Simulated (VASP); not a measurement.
A run of VASP 6.6.1:

The input INCAR:

```
ALGO = Fast
EDIFF = 1E-6
EDIFFG = -0.01
ENCUT = 600
GGA = PE
IBRION = 2
ISIF = 4
ISMEAR = 0
LASPH = T
LCHARG = F
LREAL = F
LWAVE = F
NELM = 80
NSW = 50
PREC = Accurate
SIGMA = 0.1
```

KPOINTS

```
k-points
0
Gamma
  10 10 14
```

POSCAR

```
Na2Sb
1.0
    5.3568057414      0.0000000000      0.0000000000
    0.0000000000      5.3568057414      0.0000000000
    0.0000000000      0.0000000000      3.4219851721
Na Sb
2 1
Direct
    0.5000000000      0.0000000000      0.5000000000
    0.0000000000      0.5000000000      0.5000000000
    0.0000000000      0.0000000000      0.0000000000
```

Potentials or basis: VASP PAW PBE potentials, release 64 (Na_pv, Sb).

The run is started by

```bash
$ cat potpaw_PBE.64/Na_pv/POTCAR potpaw_PBE.64/Sb/POTCAR > POTCAR
$ mpirun -np 1 vasp_std > vasp.out
```

Hardware: 1 thread of Intel Xeon 8259CL (shared host).

**Question.** Estimate the wall time of this run.

**Answer.** It took 4.5 min on 1 thread of Intel Xeon 8259CL (shared host), peak memory 0.45 GiB. Counts: scf iterations 19, k points 168, ion steps 2.
